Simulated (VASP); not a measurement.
# NaW (Pmma) in VASP: single point with PBE

Aim: the single point of NaW with PBE.

Everything below comes from runs of VASP 6.6.1. Logs are shortened: lines on timing, memory, paths and dates and some standing lists are left out, and cuts for length are marked.

### 1 The cell of the first run

Symmetry: Pmma, No. 51, orthorhombic system. The conventional cell has a = 4.760 Å, b = 2.623 Å, c = 6.517 Å, α = 90.00°, β = 90.00°, γ = 90.00°. Within 3.5 Å of Na (site symmetry mm2) lie 4 Na at 2.62 to 2.91 Å and 6 W at 3.20 to 3.33 Å. W (site symmetry mm2) has 4 W at 2.58 to 2.62 Å and 6 Na at 3.20 to 3.33 Å within 3.4 Å.

### 2 Single point, PBE

The input, INCAR:

```
SYSTEM = NaW
PREC = Accurate
ENCUT = 520
EDIFF = 1E-7
ISMEAR = 0
SIGMA = 0.1
LREAL = .False.
LASPH = .True.
NELM = 60
ALGO = Fast
ISIF = 2
LWAVE = .False.
LCHARG = .False.
GGA = PE
NBANDS = 29
```

The input, KPOINTS:

```
Automatic mesh
0
Gamma
  10 18 8
  0 0 0
```

The input, POSCAR:

```
NaW
1.0
    4.7600697993      0.0000000000      0.0000000000
    0.0000000000      2.6229916813      0.0000000000
    0.0000000000      0.0000000000      6.5171214197
Na W
2 2
Direct
    0.7500000000      0.0000000000      0.6285837378
    0.2500000000      0.0000000000      0.3714162622
    0.7500000000      0.5000000000      0.0761206131
    0.2500000000      0.5000000000      0.9238793869
```

Potentials or basis: VASP PAW PBE potentials, release 64 (Na_pv, W_sv).

The run is started by

```bash
cat potpaw_PBE.64/Na_pv/POTCAR potpaw_PBE.64/W_sv/POTCAR > POTCAR
mpirun -np 1 vasp_std > vasp.out
```

OUTCAR:

```text
SYSTEM = NaW
   PREC = Accurate
   ENCUT = 520
   EDIFF = 1E-7
   ISMEAR = 0
   LREAL = .False.
   LASPH = .True.
   NELM = 60
   ISIF = 2
   GGA = PE

 ion  position               nearest neighbor table
   1  0.750  0.000  0.629-
   2  0.250  0.000  0.371-
   3  0.750  0.500  0.076-   4 2.58   4 2.58
   4  0.250  0.500  0.924-   3 2.58   3 2.58

  LATTYP: Found a simple orthorhombic cell.
 ALAT       =     2.6229916813
 B/A-ratio  =     1.8147483399
 C/A-ratio  =     2.4846138347

  Lattice vectors:

 A1 = (   0.0000000000,  -2.6229916813,   0.0000000000)
 A2 = (   4.7600697993,   0.0000000000,   0.0000000000)
 A3 = (   0.0000000000,   0.0000000000,   6.5171214197)

Analysis of symmetry for initial positions (statically):
=====================================================================
 Subroutine PRICEL returns:
 Original cell was already a primitive cell.

 Routine SETGRP: Setting up the symmetry group for a
 simple orthorhombic supercell.

 Subroutine GETGRP returns: Found  8 space group operations
 (whereof  4 operations were pure point group operations)
 out of a pool of  8 trial point group operations.

The static configuration has the point symmetry C_2h.
 The point group associated with its full space group is D_2h.

Analysis of symmetry for dynamics (positions and initial velocities):
=====================================================================
 Subroutine PRICEL returns:
 Original cell was already a primitive cell.

 Routine SETGRP: Setting up the symmetry group for a
 simple orthorhombic supercell.

 Subroutine GETGRP returns: Found  8 space group operations
 (whereof  4 operations were pure point group operations)
 out of a pool of  8 trial point group operations.

The dynamic configuration has the point symmetry C_2h.
 The point group associated with its full space group is D_2h.

 Subroutine INISYM returns: Found  8 space group operations
 (whereof  4 operations are pure point group operations),
 and found     1 'primitive' translations

----------------------------------------------------------------------------------------

                                     Primitive cell

  volume of cell :      81.3703

  direct lattice vectors                    reciprocal lattice vectors
     4.760069799  0.000000000  0.000000000     0.210080953  0.000000000  0.000000000
     0.000000000  2.622991681  0.000000000     0.000000000  0.381244061  0.000000000
     0.000000000  0.000000000  6.517121420     0.000000000  0.000000000  0.153441978

  length of vectors
     4.760069799  2.622991681  6.517121420     0.210080953  0.381244061  0.153441978

  position of ions in fractional coordinates (direct lattice)
     0.750000000  0.000000000  0.628583738
     0.250000000  0.000000000  0.371416262
     0.750000000  0.500000000  0.076120613
     0.250000000  0.500000000  0.923879387

  ion indices of the primitive-cell ions
   primitive index   ion index
                 1           1
                 2           2
                 3           3
                 4           4

----------------------------------------------------------------------------------------

 KPOINTS: Automatic mesh

Automatic generation of k-mesh.
 Grid dimensions read from file:
 generate k-points for:   10   18    8

 Generating k-lattice:

  Cartesian coordinates                     Fractional coordinates (reciprocal lattice)
     0.021008095  0.000000000  0.000000000     0.100000000  0.000000000  0.000000000
     0.000000000  0.021180226  0.000000000     0.000000000  0.055555556  0.000000000
     0.000000000  0.000000000  0.019180247     0.000000000  0.000000000  0.125000000

  Length of vectors
     0.021008095  0.021180226  0.019180247

  Shift w.r.t. Gamma in fractional coordinates (k-lattice)
     0.000000000  0.000000000  0.000000000

 Subroutine IBZKPT returns following result:
 ===========================================

 Found    300 irreducible k-points:

 Following reciprocal coordinates:
            Coordinates               Weight
  0.000000  0.000000  0.000000      1.000000
  0.100000  0.000000  0.000000      2.000000
  0.200000  0.000000  0.000000      2.000000
  0.300000  0.000000  0.000000      2.000000
  0.400000  0.000000  0.000000      2.000000
  0.500000  0.000000  0.000000      1.000000
[... 16 lines left out ...]
  0.400000  0.166667  0.000000      4.000000
  0.500000  0.166667  0.000000      2.000000
 [... further k-points ...]
   k-points           NKPTS =    300   k-points in BZ     NKDIM =    300   number of bands    NBANDS=     29
   number of dos      NEDOS =    301   number of ions     NIONS =      4
   total plane-waves  NPLWV =  34560
   dimension x,y,z NGX =    36 NGY =   20 NGZ =   48
   dimension x,y,z NGXF=    72 NGYF=   40 NGZF=   96
   ions per type =               2   2
   NGX,Y,Z   is equivalent  to a cutoff of  12.57, 12.68, 12.24 a.u.
   NGXF,Y,Z  is equivalent  to a cutoff of  25.15, 25.35, 24.49 a.u.
 SYSTEM =  NaW
   PREC   = accura    normal or accurate (medium, high low for compatibility)
   ISTART =      0    job   : 0-new  1-cont  2-samecut
   ICHARG =      2    charge: 1-file 2-atom 10-const
   ISPIN  =      1    spin polarized calculation?
   LNONCOLLINEAR =      F non collinear calculations
   LSORBIT =      F    spin-orbit coupling
   LASPH  =      T    aspherical Exc in radial PAW
   ENCUT  =  520.0 eV  38.22 Ry    6.18 a.u.   8.85  4.88 12.12*2*pi/ulx,y,z
   NELM   =     60;   NELMIN=  2; NELMDL= -5     # of ELM steps
   EDIFF  = 0.1E-06   stopping-criterion for ELM
   LREAL  =      F    real-space projection
   EDIFFG = 0.1E-05   stopping-criterion for IOM
   NSW    =      0    number of steps for IOM
   IBRION =     -1    ionic relax: 0-MD 1-quasi-New 2-CG
   NFREE  =      0    steps in history (QN), initial steepest desc. (CG)
   ISIF   =      2    stress and relaxation
   ISYM   =      2    0-nonsym 1-usesym 2-fastsym
   POTIM  = 0.5000    time-step for ionic-motion
   TEBEG  =    0.0;   TEEND  =   0.0 temperature during run
   PSTRESS=    0.0 pullay stress
   NELECT =      42.0000    total number of electrons
   NUPDOWN=      -1.0000    fix difference up-down
   EMIN   =  10.00;   EMAX   =-10.00  energy-range for DOS
   EFERMI =   0.00;   METHOD = LEGACY
   ISMEAR =     0;   SIGMA  =   0.10  broadening in eV -4-tet -1-fermi 0-gaus
   EFERMI_NEDOS =   21; number of points for ismear=-14 and -15
   IALGO  =     68    algorithm
   IMIX   =      4    mixing-type and parameters
     AMIX     =   0.40;   BMIX     =  1.00
     AMIX_MAG =   1.60;   BMIX_MAG =  1.00
  volume/ion in A,a.u.               =      20.34       137.28
  Fermi-wavevector in a.u.,A,eV,Ry     =   1.313215  2.481617 23.463713  1.724534
  Thomas-Fermi vector in A             =   2.443553
   LORBIT       =      0    0 simple, 1 ext, 2 COOP (PROOUT), +10 PAW based schemes
   GGA     = PE    functional components
   LHFCALC =     F    Hartree Fock is set to
   AEXX    =    0.0000 exact exchange contribution
   IVDW    =     0    specifies the selected vdW correction
   LEPSILON=     F    determine dielectric tensor
   LRPA    =     F    only Hartree local field effects (RPA)
 non-spin polarized calculation
 RMM-DIIS sequential band-by-band and
 Gauss-broadening in eV      SIGMA  =   0.10
  energy-cutoff  :      520.00
  volume of cell :       81.37
 maximum number of plane-waves:      2222
 NGX is ok and might be reduce to    36
   NGX = 17   NGY =  9   NGZ = 25

 number of electron      42.0000011 magnetization

 Free energy of the ion-electron system (eV)
  ---------------------------------------------------
  ext. energy  EPLUGINS =         0.00000000
  ---------------------------------------------------
  free energy    TOTEN  =       -24.43963401 eV

  energy without entropy =      -24.42831954  energy(sigma->0) =      -24.43397677

 E-fermi :   4.7828     XC(G=0): -10.1784

 val. band max:        4.7812718727   @ k =   0.4000   0.2778   0.0000
 cond. band min:       4.7851539944   @ k =   0.5000   0.0000   0.1250
 fundamental gap:      0.0038821217
 Fermi energy:         4.7827974701

 k-point     1 :       0.0000    0.0000    0.0000
  band No.  band energies     occupation
      1     -68.8935      2.00000
      2     -68.7710      2.00000
      3     -33.6899      2.00000
      4     -33.0819      2.00000
      5     -33.0100      2.00000
      6     -32.4918      2.00000
[... 21 lines left out ...]
     28       9.9705      0.00000
     29      10.8813      0.00000

 k-point     2 :       0.1000    0.0000    0.0000
  band No.  band energies     occupation
      1     -68.8905      2.00000
      2     -68.7740      2.00000
      3     -33.6727      2.00000
      4     -33.0941      2.00000
      5     -32.9992      2.00000
      6     -32.4884      2.00000
[... 21 lines left out ...]
     28       9.9306      0.00000
     29      10.2884      0.00000

 k-point     3 :       0.2000    0.0000    0.0000
  band No.  band energies     occupation
      1     -68.8819      2.00000
      2     -68.7828      2.00000
      3     -33.6230      2.00000
      4     -33.1300      2.00000
      5     -32.9674      2.00000
      6     -32.5089      2.00000
[... 21 lines left out ...]
     28       9.6911      0.00000
     29       9.7881      0.00000

 k-point     4 :       0.3000    0.0000    0.0000
  band No.  band energies     occupation
      1     -68.8684      2.00000
      2     -68.7964      2.00000
      3     -33.5473      2.00000
      4     -33.1883      2.00000
      5     -32.9155      2.00000
      6     -32.5833      2.00000
[... 597 lines left out ...]
     28       8.2807      0.00000
     29      10.0428      0.00000

 k-point    23 :       0.4000    0.1667    0.0000
  band No.  band energies     occupation
      1     -68.8265      2.00000
      2     -68.7889      2.00000
      3     -33.4151      2.00000
      4     -33.2281      2.00000
      5     -32.8130      2.00000
      6     -32.7817      2.00000
[... 21 lines left out ...]
     28       7.9539      0.00000
     29       9.9405      0.00000

 k-point    24 :       0.5000    0.1667    0.0000
  band No.  band energies     occupation
      1     -68.8077      2.00000
      2     -68.8077      2.00000
      3     -33.3188      2.00000
      4     -33.3188      2.00000
      5     -32.7599      2.00000
      6     -32.7599      2.00000
[... 21 lines left out ...]
     28       7.7342      0.00000
     29      10.3251      0.00000

 [... further k-points ...]

------------------------ aborting loop because EDIFF is reached ----------------------------------------

  FORCE on cell =-STRESS in cart. coord.  units (eV):
  Direction    XX          YY          ZZ          XY          YZ          ZX
  --------------------------------------------------------------------------------------
  -------------------------------------------------------------------------------------
  Total        0.1453245      0.1572670      0.0275488      0.0000000      0.0000000      0.0000000
  in kB        2.8614321      3.0965784      0.5424337      0.0000000      0.0000000      0.0000000
  external PRESSURE =       2.1668148 kB  Pullay stress =       0.0000000 kB

 VOLUME and BASIS-vectors are now :
 -----------------------------------------------------------------------------
  energy-cutoff  :      520.00
  volume of cell :       81.37
      direct lattice vectors                 reciprocal lattice vectors
     4.760069799  0.000000000  0.000000000     0.210080953  0.000000000  0.000000000
     0.000000000  2.622991681  0.000000000     0.000000000  0.381244061  0.000000000
     0.000000000  0.000000000  6.517121420     0.000000000  0.000000000  0.153441978

 POSITION                                       TOTAL-FORCE (eV/Angst)
 -----------------------------------------------------------------------------------
      3.57005      0.00000      4.09656        -0.000000      0.000000     -0.001039
      1.19002      0.00000      2.42056         0.000000      0.000000      0.001039
      3.57005      1.31150      0.49609        -0.000000      0.000000      0.031835
      1.19002      1.31150      6.02103        -0.000000     -0.000000     -0.031835
 -----------------------------------------------------------------------------------
    total drift:                                0.000000     -0.000000      0.000000

  FREE ENERGIE OF THE ION-ELECTRON SYSTEM (eV)
  ---------------------------------------------------
  free  energy   TOTEN  =       -24.4396340054 eV

  energy  without entropy=      -24.4283195373  energy(sigma->0) =      -24.43397677
```

Run time: 5.2 min. Hardware: 1 thread of Intel Xeon Platinum 8488C (Sapphire Rapids), shared host; peak memory 0.61 GiB.

What came out:

```
Free energy            : -24.4396 eV
Pressure               : 0.2 GPa
Largest force          : 0.032 eV/Å
Band gap on the k mesh : zero (bands 21 and 22 overlap by 2.07 eV)
```

Forces in eV/Å, atoms in the order of the input:
```
Na   0.000  0.000 -0.001
Na   0.000  0.000  0.001
W    0.000  0.000  0.032
W    0.000  0.000 -0.032
```

Stress tensor (GPa, compression positive):
```
0.29 0.00 0.00
0.00 0.31 0.00
0.00 0.00 0.05
```

Levels at points of the mesh, in eV from the Fermi level:
| k point | band 17 | band 18 | band 19 | band 20 | band 21 | band 22 | band 23 | band 24 | band 25 | band 26 |
| --- | --- | --- | --- | --- | --- | --- | --- | --- | --- | --- |
| (0.00, 0.00, 0.00) | -3.28 | -2.12 | -2.09 | -1.08 | -0.37 | -0.35 | 1.64 | 1.87 | 2.13 | 3.48 |
| (0.50, 0.00, 0.00) | -3.13 | -3.13 | -2.27 | -2.27 | 0.25 | 0.25 | 2.18 | 2.18 | 2.60 | 2.60 |
| (0.00, 0.50, 0.00) | -2.44 | -1.95 | 0.07 | 0.66 | 0.68 | 0.86 | 0.87 | 0.93 | 3.39 | 4.62 |
| (0.50, 0.50, 0.00) | -1.68 | -1.68 | -1.00 | -1.00 | 0.08 | 0.08 | 3.76 | 3.76 | 4.65 | 4.65 |
| (0.00, 0.00, 0.50) | -3.26 | -2.71 | -1.66 | -1.20 | -0.63 | -0.31 | 1.87 | 2.24 | 3.48 | 3.51 |
| (0.50, 0.00, 0.50) | -3.10 | -3.10 | -1.85 | -1.85 | -1.17 | -1.17 | 2.60 | 2.60 | 3.70 | 3.70 |
| (0.00, 0.50, 0.50) | -2.56 | -1.95 | 0.07 | 0.60 | 0.90 | 0.92 | 1.18 | 1.35 | 1.53 | 4.65 |
| (0.50, 0.50, 0.50) | -1.69 | -1.69 | -0.98 | -0.98 | 0.30 | 0.30 | 2.85 | 2.85 | 4.84 | 4.84 |

Caveat: spin-orbit coupling is left out, which moves the levels of the heavy elements.
